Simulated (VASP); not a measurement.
Runs of VASP 6.6.1 on Ru. The structure is that of space group Im-3m (No. 229), or close to it. The cells are those of the table. This isn't the form of Ru at room conditions, which is hcp.

| spin | cell | k mesh | smearing | gap on the mesh (eV) | pressure (GPa) |
| --- | --- | --- | --- | --- | --- |
| off | a = 2.727 Å, angles 109.5°, 1 atom | 16 × 16 × 16 | fermi-dirac 0.1 eV | none | -25.2 |
| off | a = 2.626 Å, angles 109.5°, 1 atom | 15 × 15 × 15 | fermi-dirac 0.1 eV | none | (a) |
| collinear, ferromagnetic start | a = 2.655 Å, angles 109.5°, 1 atom | 16 × 16 × 16 | fermi-dirac 0.05 eV | none | (b) |
| off | a = 2.591 Å, angles 109.5°, 1 atom | 16 × 16 × 16 | fermi-dirac 0.1 eV | none | 15.6 |
| off | a = 2.554 Å, angles 109.5°, 1 atom | 16 × 16 × 16 | fermi-dirac 0.1 eV | none | 33.2 |

Alike in all rows: task single point; level r2SCAN; potentials or basis VASP PAW PBE potentials, release 64 (Ru_pv); cutoff (eV) 520.

Fill in the values left out.

(a) 1.4; (b) -8.2.

Caveats: an empty level that is flat over the whole mesh can mark a ghost state of the potentials, or a narrow d or f band; the PAW data sets were made with another functional, which shifts forces and pressure a little; the cell stands under tension (at least some runs); the cell stands under pressure (at least some runs).

A k mesh can miss the band edges, and the runs leave out spin-orbit coupling on Ru.

A gap of «none» marks levels without a gap at the run's occupations.
